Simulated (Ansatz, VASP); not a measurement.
**TiSi4Ir in VASP and in Ansatz**

```
Ti Si Ir
1.0
     1.85561    1.07134    6.05830
    -1.85561    1.07134    6.05830
     0.00000   -2.14267    6.05830
Ti Si Ir
1 4 1
Direct
  0.00000 0.00000 0.00000
  0.61985 0.61985 0.61985
  0.12904 0.12904 0.12904
  0.87096 0.87096 0.87096
  0.38015 0.38015 0.38015
  0.50000 0.50000 0.50000
```

Change from the starting cell: species swapped into the TaVH4 type (R-3m, No. 166).

Alike in both runs: task single point; functional PBE; k mesh 6 × 6 × 6; occupations gaussian, width 0.1 eV; no spin polarisation.

|  | VASP | Ansatz |
| --- | --- | --- |
| version | VASP 6.6.1 | Ansatz 0.2.0 |
| potentials or method | VASP PAW PBE potentials, release 64 (Ti_sv, Si, Ir), cutoff 500 eV | scalar-relativistic, plane waves, PAW |
| valence electrons in the cell | 37 | 45 |

```csv
,VASP,Ansatz,Ansatz less VASP
gap on the k mesh at the Fermi level (eV),none,none,-
rms of the force components (eV/Å),0.936,0.900,-0.0357
```

Atom by atom the forces differ by 0.036 eV/Å (rms over components). A gap of «none» marks a metal or a gap that the smearing closes. VASP's potentials hold 37 valence electrons a cell and Ansatz's 45, so a difference there can come from the potentials and not from the codes.

Neither program's run includes spin-orbit coupling.
